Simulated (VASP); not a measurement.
# La (Im-3m) in VASP: notebook

Runs on La. Level: PBE. Tasks: relaxation of cell and atoms, single point.

Everything below comes from runs of VASP 6.6.1. Logs are shortened: lines on timing, memory, paths and dates and some standing lists are left out, and cuts for length are marked.

### Step 1. The cell of the first run

It takes space group Im-3m (No. 229, cubic). Conventional cell: a = 3.745 Å, b = 3.745 Å, c = 3.745 Å, α = 90.00°, β = 90.00°, γ = 90.00°. La (site symmetry m-3m) has 14 La at 3.24 to 3.74 Å within 4.3 Å.

### Step 2. Relaxation of cell and atoms, PBE, target pressure 15 GPa, at which the enthalpy is minimised

INCAR

```
SYSTEM = La
ALGO = Normal
EDIFF = 1E-6
EDIFFG = -0.005
ENCUT = 600
GGA = PE
IBRION = 2
ISIF = 3
ISMEAR = -1
LASPH = .True.
LCHARG = .False.
LREAL = .False.
LWAVE = .False.
NELM = 80
NSW = 32
PREC = Accurate
PSTRESS = 150.0
SIGMA = 0.1
```

KPOINTS

```
k-points
0
Gamma
  15 15 15
  0 0 0
```

POSCAR

```
La
1.0
   -1.8724974858      1.8724974858      1.8724974858
    1.8724974858     -1.8724974858      1.8724974858
    1.8724974858      1.8724974858     -1.8724974858
La
1
Direct
    0.0000000000      0.0000000000      0.0000000000
```

Potentials or basis: VASP PAW PBE potentials, release 64 (La).

Run with:

```bash
$ cat potpaw_PBE.64/La/POTCAR > POTCAR
$ mpirun -np 1 vasp_std > vasp.out
```

OUTCAR:

```text
SYSTEM = La
   EDIFF = 1E-6
   EDIFFG = -0.005
   ENCUT = 600
   GGA = PE
   IBRION = 2
   ISIF = 3
   ISMEAR = -1
   LASPH = .True.
   LREAL = .False.
   NELM = 80
   NSW = 32
   PREC = Accurate
   PSTRESS = 150.0

 ion  position               nearest neighbor table
   1  0.000  0.000  0.000-

  LATTYP: Found a body centered cubic cell.
 ALAT       =     3.7449949716

  Lattice vectors:

 A1 = (  -1.8724974858,   1.8724974858,   1.8724974858)
 A2 = (   1.8724974858,  -1.8724974858,   1.8724974858)
 A3 = (   1.8724974858,   1.8724974858,  -1.8724974858)

Analysis of symmetry for initial positions (statically):
=====================================================================
 Subroutine PRICEL returns:
 Original cell was already a primitive cell.

 Routine SETGRP: Setting up the symmetry group for a
 body centered cubic supercell.

 Subroutine GETGRP returns: Found 48 space group operations
 (whereof 48 operations were pure point group operations)
 out of a pool of 48 trial point group operations.

The static configuration has the point symmetry O_h .

Analysis of symmetry for dynamics (positions and initial velocities):
=====================================================================
 Subroutine PRICEL returns:
 Original cell was already a primitive cell.

 Routine SETGRP: Setting up the symmetry group for a
 body centered cubic supercell.

 Subroutine GETGRP returns: Found 48 space group operations
 (whereof 48 operations were pure point group operations)
 out of a pool of 48 trial point group operations.

The dynamic configuration has the point symmetry O_h .

 Subroutine INISYM returns: Found 48 space group operations
 (whereof 48 operations are pure point group operations),
 and found     1 'primitive' translations

----------------------------------------------------------------------------------------

                                     Primitive cell

  volume of cell :      26.2618

  direct lattice vectors                    reciprocal lattice vectors
    -1.872497486  1.872497486  1.872497486     0.000000000  0.267023055  0.267023055
     1.872497486 -1.872497486  1.872497486     0.267023055  0.000000000  0.267023055
     1.872497486  1.872497486 -1.872497486     0.267023055  0.267023055  0.000000000

  length of vectors
     3.243260782  3.243260782  3.243260782     0.377627626  0.377627626  0.377627626

  position of ions in fractional coordinates (direct lattice)
     0.000000000  0.000000000  0.000000000

  ion indices of the primitive-cell ions
[... 83 lines left out ...]
   TEBEG  =    0.0;   TEEND  =   0.0 temperature during run
   PSTRESS=  150.0 pullay stress
   NELECT =      11.0000    total number of electrons
   NUPDOWN=      -1.0000    fix difference up-down
   EMIN   =  10.00;   EMAX   =-10.00  energy-range for DOS
   EFERMI =   0.00;   METHOD = LEGACY
   ISMEAR =    -1;   SIGMA  =   0.10  broadening in eV -4-tet -1-fermi 0-gaus
   EFERMI_NEDOS =   21; number of points for ismear=-14 and -15
   IALGO  =     38    algorithm
   IMIX   =      4    mixing-type and parameters
     AMIX     =   0.40;   BMIX     =  1.00
     AMIX_MAG =   1.60;   BMIX_MAG =  1.00
  volume/ion in A,a.u.               =      26.26       177.22
  Fermi-wavevector in a.u.,A,eV,Ry     =   1.224892  2.314710 20.413645  1.500361
  Thomas-Fermi vector in A             =   2.359950
   LORBIT       =      0    0 simple, 1 ext, 2 COOP (PROOUT), +10 PAW based schemes
   GGA     = PE    functional components
   LHFCALC =     F    Hartree Fock is set to
   AEXX    =    0.0000 exact exchange contribution
   IVDW    =     0    specifies the selected vdW correction
   LEPSILON=     F    determine dielectric tensor
   LRPA    =     F    only Hartree local field effects (RPA)
 conjugate gradient relaxation of ions
 non-spin polarized calculation
  energy-cutoff  :      600.00
  volume of cell :       26.26
 maximum number of plane-waves:       911
 NGX is ok and might be reduce to    28
   NGX = 13   NGY = 13   NGZ = 13

--------------------------------------- Ionic step        1  -------------------------------------------

 number of electron      10.9999999 magnetization

 Free energy of the ion-electron system (eV)
  ---------------------------------------------------
  ext. energy  EPLUGINS =         0.00000000
  ---------------------------------------------------
  free energy    TOTEN  =        -4.35978926 eV

  energy without entropy =       -4.29082047  energy(sigma->0) =       -4.32530487

------------------------ aborting loop because EDIFF is reached ----------------------------------------

  FORCE on cell =-STRESS in cart. coord.  units (eV):
  Direction    XX          YY          ZZ          XY          YZ          ZX
  --------------------------------------------------------------------------------------
  -------------------------------------------------------------------------------------
  Total        2.4725504      2.4725504      2.4725504     -0.0000000     -0.0000000      0.0000000
  in kB      150.8453787    150.8453787    150.8453787     -0.0000000     -0.0000000      0.0000000
  external PRESSURE =       0.8453787 kB  Pullay stress =     150.0000000 kB
[... 61 lines left out ...]
--------------------------------------- Ionic step        3  -------------------------------------------

 number of electron      10.9999999 magnetization

 Free energy of the ion-electron system (eV)
  ---------------------------------------------------
  ext. energy  EPLUGINS =         0.00000000
  ---------------------------------------------------
  free energy    TOTEN  =        -4.36314960 eV

  energy without entropy =       -4.29410417  energy(sigma->0) =       -4.32862689

 E-fermi :  11.6151     XC(G=0): -11.0601

 val. band max:       11.6082709579   @ k =   0.2000   0.0667   0.0667
 cond. band min:      11.6201800277   @ k =  -0.4000  -0.4667   0.1333
 fundamental gap:      0.0119090698
 Fermi energy:        11.6150503110

 k-point     1 :       0.0000    0.0000    0.0000
  band No.  band energies     occupation
      1     -21.0651      2.00000
      2      -2.8656      2.00000
      3      -2.8656      2.00000
      4      -2.8656      2.00000
      5       9.3161      2.00000
      6      13.4737      0.00000
      7      13.4742      0.00000
      8      13.4779      0.00000
      9      13.4865      0.00000
[... 265 lines left out ...]
 k-point    24 :       0.4000    0.2000    0.0000
  band No.  band energies     occupation
      1     -20.2636      2.00000
      2      -5.9226      2.00000
      3      -4.5441      2.00000
      4      -3.2822      2.00000
      5      10.3347      1.99999
      6      11.7025      0.58849
      7      13.5640      0.00000
      8      13.7145      0.00000
      9      14.2830      0.00000

 [... further k-points ...]
[... 5 lines left out ...]
  --------------------------------------------------------------------------------------
  -------------------------------------------------------------------------------------
  Total        2.4609750      2.4609750      2.4609750     -0.0000000      0.0000000     -0.0000000
  in kB      149.9347884    149.9347884    149.9347884     -0.0000000      0.0000000     -0.0000000
  external PRESSURE =      -0.0652116 kB  Pullay stress =     150.0000000 kB
[... 20 lines left out ...]
  energy  without entropy=       -4.2941041746  energy(sigma->0) =       -4.32862689

  enthalpy is  TOTEN    =        -1.9011042156 eV   P V=        2.4620453829

 reached required accuracy - stopping structural energy minimisation
```

It took 76 s on 1 thread of Intel Xeon 6975P-C, shared host; peak memory 0.21 GiB.

What came out:

```yaml
Free_energy: -4.3631 eV
Relaxed_volume: 26.30 Å³/atom
Relaxed_cell: a = 3.245 Å, b = 3.245 Å, c = 3.245 Å, α = 109.47°, β = 109.47°, γ = 109.47°
Space_group_after_relaxing_to_0.05_Å: Im-3m (No. 229)
Energy_change_on_relaxing_the_enthalpy_is_what_falls: -3.4 meV/atom
Ionic_steps: 3
Pressure_after_relaxing: 15.0 GPa
```

The path:
```tsv
step	energy change (eV)	largest force (eV/Å)	pressure (GPa)	volume (Å³)
1	0.0000	0.0000	15.08	26.26
2	-0.0049	0.0000	14.96	26.31
3	-0.0034	0.0000	14.99	26.30
```

Final structure:
```xyz
1
Lattice="-1.8733 1.8733 1.8733 1.8733 -1.8733 1.8733 1.8733 1.8733 -1.8733" Properties=species:S:1:pos:R:3 pbc="T T T"
La    0.0000    0.0000    0.0000
```

Caveat: the cell is relaxed towards a set pressure, so the enthalpy falls and the energy may rise; spin-orbit coupling is left out, which moves the levels of the heavy elements.

(Part 1 of 2 ends here.)
